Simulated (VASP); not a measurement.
# Ge6Cl in VASP: a series of runs

The runs below take Ge6Cl through single point, with PBE.

Everything below comes from runs of VASP 6.6.1. Logs are shortened: lines on timing, memory, paths and dates and some standing lists are left out, and cuts for length are marked.

## 1. The cell of the first run

The cell holds a slab with vacuum, 7 atoms: a = 4.074 Å, b = 5.762 Å, c = 19.524 Å, α = 90.00°, β = 90.00°, γ = 90.00°.

## 2. Single point, PBE

Contents of INCAR:

```
SYSTEM = Ge6Cl
ALGO = Normal
DIPOL = 0.5 0.5 0.332
EDIFF = 1E-7
ENCUT = 520
GGA = PE
IDIPOL = 3
ISIF = 2
ISMEAR = 0
LASPH = .True.
LCHARG = .True.
LDIPOL = .True.
LELF = .True.
LREAL = .False.
LVACPOTAV = .True.
LVHAR = .True.
LWAVE = .False.
NBANDS = 54
NELM = 80
PREC = Accurate
SIGMA = 0.1
```

Contents of KPOINTS:

```
k-points
0
Gamma
  7 5 1
  0 0 0
```

Contents of POSCAR:

```
Ge6Cl
1.0
    4.0740542216      0.0000000000      0.0000000000
    0.0000000000      5.7615827340      0.0000000000
    0.0000000000      0.0000000000     19.5242196567
Ge Cl
6 1
Direct
    0.5000000000      0.0000000000      0.2048737450
    0.0000000000      0.2500000000      0.2048737450
    0.0000000000      0.5005156580      0.3087424243
    0.5000000000      0.7494843420      0.3087424243
    0.5000000000      0.0069199668      0.4109879830
    0.0000000000      0.2430800332      0.4109879830
    1.0000000000      0.6735866335      0.4734194697
```

Potentials or basis: VASP PAW PBE potentials, release 64 (Ge_d, Cl).

Run with:

```
$ cat potpaw_PBE.64/Ge_d/POTCAR potpaw_PBE.64/Cl/POTCAR > POTCAR
$ mpirun -np 1 vasp_std > vasp.out
```

OUTCAR:

```text
SYSTEM = Ge6Cl
   EDIFF = 1E-7
   ENCUT = 520
   GGA = PE
   ISIF = 2
   ISMEAR = 0
   LASPH = .True.
   LREAL = .False.
   NELM = 80
   PREC = Accurate

 ion  position               nearest neighbor table
   1  0.500  0.000  0.205-   4 2.49   2 2.49   2 2.49
   2  0.000  0.250  0.205-   3 2.49   1 2.49   1 2.49
   3  0.000  0.501  0.309-   6 2.49   2 2.49   4 2.49   4 2.49
   4  0.500  0.749  0.309-   5 2.49   1 2.49   3 2.49   3 2.49
   5  0.500  0.007  0.411-   6 2.45   6 2.45   4 2.49
   6  0.000  0.243  0.411-   5 2.45   5 2.45   3 2.49   7 2.76
   7  0.000  0.674  0.473-   6 2.76

  LATTYP: Found a simple orthorhombic cell.
 ALAT       =     4.0740542216
 B/A-ratio  =     1.4142135624
 C/A-ratio  =     4.7923318136

  Lattice vectors:

 A1 = (   4.0740542216,   0.0000000000,   0.0000000000)
 A2 = (   0.0000000000,   5.7615827340,   0.0000000000)
 A3 = (   0.0000000000,   0.0000000000,  19.5242196567)

Analysis of symmetry for initial positions (statically):
=====================================================================
 Subroutine PRICEL returns:
 Original cell was already a primitive cell.

 Routine SETGRP: Setting up the symmetry group for a
 simple orthorhombic supercell.

 Subroutine GETGRP returns: Found  2 space group operations
 (whereof  2 operations were pure point group operations)
 out of a pool of  8 trial point group operations.

The static configuration has the point symmetry C_1h.

Analysis of symmetry for dynamics (positions and initial velocities):
=====================================================================
 Subroutine PRICEL returns:
 Original cell was already a primitive cell.

 Routine SETGRP: Setting up the symmetry group for a
 simple orthorhombic supercell.

 Subroutine GETGRP returns: Found  2 space group operations
 (whereof  2 operations were pure point group operations)
 out of a pool of  8 trial point group operations.

The dynamic configuration has the point symmetry C_1h.

 Subroutine INISYM returns: Found  2 space group operations
 (whereof  2 operations are pure point group operations),
 and found     1 'primitive' translations

----------------------------------------------------------------------------------------

                                     Primitive cell

  volume of cell :     458.2920

  direct lattice vectors                    reciprocal lattice vectors
     4.074054222  0.000000000  0.000000000     0.245455742  0.000000000  0.000000000
     0.000000000  5.761582734  0.000000000     0.000000000  0.173563419  0.000000000
     0.000000000  0.000000000 19.524219657     0.000000000  0.000000000  0.051218436

  length of vectors
     4.074054222  5.761582734 19.524219657     0.245455742  0.173563419  0.051218436

  position of ions in fractional coordinates (direct lattice)
     0.500000000  0.000000000  0.204873745
     0.000000000  0.250000000  0.204873745
     0.000000000  0.500515658  0.308742424
     0.500000000  0.749484342  0.308742424
     0.500000000  0.006919967  0.410987983
     0.000000000  0.243080033  0.410987983
     0.000000000  0.673586634  0.473419470

  ion indices of the primitive-cell ions
   primitive index   ion index
                 1           1
                 2           2
                 3           3
                 4           4
                 5           5
                 6           6
                 7           7

----------------------------------------------------------------------------------------

 KPOINTS: k-points

Automatic generation of k-mesh.
 Grid dimensions read from file:
 generate k-points for:    7    5    1

 Generating k-lattice:

  Cartesian coordinates                     Fractional coordinates (reciprocal lattice)
     0.035065106  0.000000000  0.000000000     0.142857143  0.000000000  0.000000000
     0.000000000  0.034712684  0.000000000     0.000000000  0.200000000  0.000000000
     0.000000000  0.000000000  0.051218436     0.000000000  0.000000000  1.000000000

  Length of vectors
     0.035065106  0.034712684  0.051218436

  Shift w.r.t. Gamma in fractional coordinates (k-lattice)
     0.000000000  0.000000000  0.000000000

 Subroutine IBZKPT returns following result:
 ===========================================

 Found     12 irreducible k-points:

 Following reciprocal coordinates:
            Coordinates               Weight
  0.000000  0.000000  0.000000      1.000000
  0.142857  0.000000  0.000000      2.000000
  0.285714  0.000000  0.000000      2.000000
  0.428571  0.000000  0.000000      2.000000
  0.000000  0.200000  0.000000      2.000000
  0.142857  0.200000  0.000000      4.000000
  0.285714  0.200000  0.000000      4.000000
  0.428571  0.200000  0.000000      4.000000
  0.000000  0.400000  0.000000      2.000000
  0.142857  0.400000  0.000000      4.000000
  0.285714  0.400000  0.000000      4.000000
  0.428571  0.400000  0.000000      4.000000
   k-points           NKPTS =     12   k-points in BZ     NKDIM =     12   number of bands    NBANDS=     54
   number of dos      NEDOS =    301   number of ions     NIONS =      7
   total plane-waves  NPLWV = 216000
   dimension x,y,z NGX =    30 NGY =   48 NGZ =  150
   dimension x,y,z NGXF=    60 NGYF=   96 NGZF=  300
   ions per type =               6   1
   NGX,Y,Z   is equivalent  to a cutoff of  12.24, 13.85, 12.77 a.u.
   NGXF,Y,Z  is equivalent  to a cutoff of  24.48, 27.70, 25.54 a.u.
 SYSTEM =  Ge6Cl
   PREC   = accura    normal or accurate (medium, high low for compatibility)
   ISTART =      0    job   : 0-new  1-cont  2-samecut
   ICHARG =      2    charge: 1-file 2-atom 10-const
   ISPIN  =      1    spin polarized calculation?
   LNONCOLLINEAR =      F non collinear calculations
   LSORBIT =      F    spin-orbit coupling
   LASPH  =      T    aspherical Exc in radial PAW
   ENCUT  =  520.0 eV  38.22 Ry    6.18 a.u.   7.58 10.71 36.30*2*pi/ulx,y,z
   NELM   =     80;   NELMIN=  2; NELMDL= -5     # of ELM steps
   EDIFF  = 0.1E-06   stopping-criterion for ELM
   LREAL  =      F    real-space projection
   EDIFFG = 0.1E-05   stopping-criterion for IOM
   NSW    =      0    number of steps for IOM
   IBRION =     -1    ionic relax: 0-MD 1-quasi-New 2-CG
   NFREE  =      0    steps in history (QN), initial steepest desc. (CG)
   ISIF   =      2    stress and relaxation
   ISYM   =      2    0-nonsym 1-usesym 2-fastsym
   POTIM  = 0.5000    time-step for ionic-motion
   TEBEG  =    0.0;   TEEND  =   0.0 temperature during run
   PSTRESS=    0.0 pullay stress
   NELECT =      91.0000    total number of electrons
   NUPDOWN=      -1.0000    fix difference up-down
   EMIN   =  10.00;   EMAX   =-10.00  energy-range for DOS
   EFERMI =   0.00;   METHOD = LEGACY
   ISMEAR =     0;   SIGMA  =   0.10  broadening in eV -4-tet -1-fermi 0-gaus
   EFERMI_NEDOS =   21; number of points for ismear=-14 and -15
   IALGO  =     38    algorithm
   IMIX   =      4    mixing-type and parameters
     AMIX     =   0.40;   BMIX     =  1.00
     AMIX_MAG =   1.60;   BMIX_MAG =  1.00
  volume/ion in A,a.u.               =      65.47       441.82
  Fermi-wavevector in a.u.,A,eV,Ry     =   0.955083  1.804846 12.411015  0.912184
  Thomas-Fermi vector in A             =   2.083889
   LORBIT       =      0    0 simple, 1 ext, 2 COOP (PROOUT), +10 PAW based schemes
   GGA     = PE    functional components
   LHFCALC =     F    Hartree Fock is set to
   AEXX    =    0.0000 exact exchange contribution
   IVDW    =     0    specifies the selected vdW correction
   LEPSILON=     F    determine dielectric tensor
   LRPA    =     F    only Hartree local field effects (RPA)
 non-spin polarized calculation
 Gauss-broadening in eV      SIGMA  =   0.10
  energy-cutoff  :      520.00
  volume of cell :      458.29
 maximum number of plane-waves:     12387
   NGX = 15   NGY = 21   NGZ = 73

 number of electron      90.9999935 magnetization

 dipolmoment           0.000000      0.000000      0.116931 electrons x Angstroem

 Free energy of the ion-electron system (eV)
  ---------------------------------------------------
  ext. energy  EPLUGINS =         0.00000000
  ---------------------------------------------------
  free energy    TOTEN  =       -27.00874117 eV

  energy without entropy =      -26.98123953  energy(sigma->0) =      -26.99499035

 E-fermi :  -1.8242     XC(G=0):  -4.1790

 val. band max:       -1.8701245877   @ k =   0.2857   0.2000   0.0000
 cond. band min:      -1.7687700714   @ k =   0.1429   0.2000   0.0000
 fundamental gap:      0.1013545163
 Fermi energy:        -1.8241748651

 k-point     1 :       0.0000    0.0000    0.0000
  band No.  band energies     occupation
      1     -26.7409      2.00000
      2     -26.7194      2.00000
      3     -26.7064      2.00000
      4     -26.6492      2.00000
      5     -26.6286      2.00000
      6     -26.6084      2.00000
[... 46 lines left out ...]
     53       1.7227      0.00000
     54       2.5778      0.00000

 k-point     2 :       0.1429    0.0000    0.0000
  band No.  band energies     occupation
      1     -26.7429      2.00000
      2     -26.7194      2.00000
      3     -26.7061      2.00000
      4     -26.6503      2.00000
      5     -26.6345      2.00000
      6     -26.5971      2.00000
[... 46 lines left out ...]
     53       1.9154      0.00000
     54       1.9796      0.00000

 k-point     3 :       0.2857    0.0000    0.0000
  band No.  band energies     occupation
      1     -26.7425      2.00000
      2     -26.7209      2.00000
      3     -26.7059      2.00000
      4     -26.6545      2.00000
      5     -26.6421      2.00000
      6     -26.5829      2.00000
[... 46 lines left out ...]
     53       2.4700      0.00000
     54       3.3217      0.00000
[... 400 lines left out ...]
 k-point    11 :       0.2857    0.4000    0.0000
  band No.  band energies     occupation
      1     -26.7424      2.00000
      2     -26.7210      2.00000
      3     -26.7059      2.00000
      4     -26.6539      2.00000
      5     -26.6424      2.00000
      6     -26.5832      2.00000
[... 46 lines left out ...]
     53       3.0820      0.00000
     54       3.4108      0.00000

 k-point    12 :       0.4286    0.4000    0.0000
  band No.  band energies     occupation
      1     -26.7350      2.00000
      2     -26.7254      2.00000
      3     -26.7074      2.00000
      4     -26.6576      2.00000
      5     -26.6513      2.00000
      6     -26.5846      2.00000
[... 46 lines left out ...]
     53       2.9665      0.00000
     54       3.3876      0.00000

------------------------ aborting loop because EDIFF is reached ----------------------------------------

  FORCE on cell =-STRESS in cart. coord.  units (eV):
  Direction    XX          YY          ZZ          XY          YZ          ZX
  --------------------------------------------------------------------------------------
  -------------------------------------------------------------------------------------
  Total        1.9289663     -1.7001786      1.0266391      0.0000000     -1.0470151      0.0000000
  in kB        6.7436173     -5.9437815      3.5891045      0.0000000     -3.6603383      0.0000000
  external PRESSURE =       1.4629801 kB  Pullay stress =       0.0000000 kB

 VOLUME and BASIS-vectors are now :
 -----------------------------------------------------------------------------
  energy-cutoff  :      520.00
  volume of cell :      458.29
      direct lattice vectors                 reciprocal lattice vectors
     4.074054222  0.000000000  0.000000000     0.245455742  0.000000000  0.000000000
     0.000000000  5.761582734  0.000000000     0.000000000  0.173563419  0.000000000
     0.000000000  0.000000000 19.524219657     0.000000000  0.000000000  0.051218436

 POSITION                                       TOTAL-FORCE (eV/Angst)
 -----------------------------------------------------------------------------------
      2.03703      0.00000      4.00000         0.000000      0.311524      0.001481
      0.00000      1.44040      4.00000         0.000000     -0.279291     -0.104480
      0.00000      2.88376      6.02795         0.000000     -0.170291     -0.196708
      2.03703      4.31822      6.02795         0.000000      0.223236     -0.131736
      2.03703      0.03987      8.02422         0.000000     -0.530484      0.282349
      0.00000      1.40053      8.02422         0.000000      1.110634      0.144103
      0.00000      3.88093      9.24315         0.000000     -0.665329      0.004992
 -----------------------------------------------------------------------------------
    total drift:                                0.000000      0.000097     -0.000239

  FREE ENERGIE OF THE ION-ELECTRON SYSTEM (eV)
  ---------------------------------------------------
  free  energy   TOTEN  =       -27.0087411706 eV

  energy  without entropy=      -26.9812395279  energy(sigma->0) =      -26.99499035

 vacuum level on the upper side and lower side of the slab         3.755         2.854
```

Wall time 21 min (1 thread of Intel Xeon 8259CL, shared host); peak memory 0.62 GiB.

Results:

| Property | Result |
| --- | --- |
| Free energy | -27.0087 eV |
| Largest force | 1.120 eV/Å |
| Band gap on the k mesh | zero (an odd number of electrons rules out a gap without spin polarisation) |

Forces on the atoms (eV/Å):
```
Ge   0.000  0.312  0.001
Ge   0.000 -0.279 -0.104
Ge   0.000 -0.170 -0.197
Ge   0.000  0.223 -0.132
Ge   0.000 -0.530  0.282
Ge   0.000  1.111  0.144
Cl   0.000 -0.665  0.005
```

Caveat: an odd number of electrons without spin polarisation forces a metal; a magnetic or distorted state may lie lower.

(Part 1 of 2 ends here.)

The gap in the log of VASP goes by the Fermi energy; the results here count the filled bands.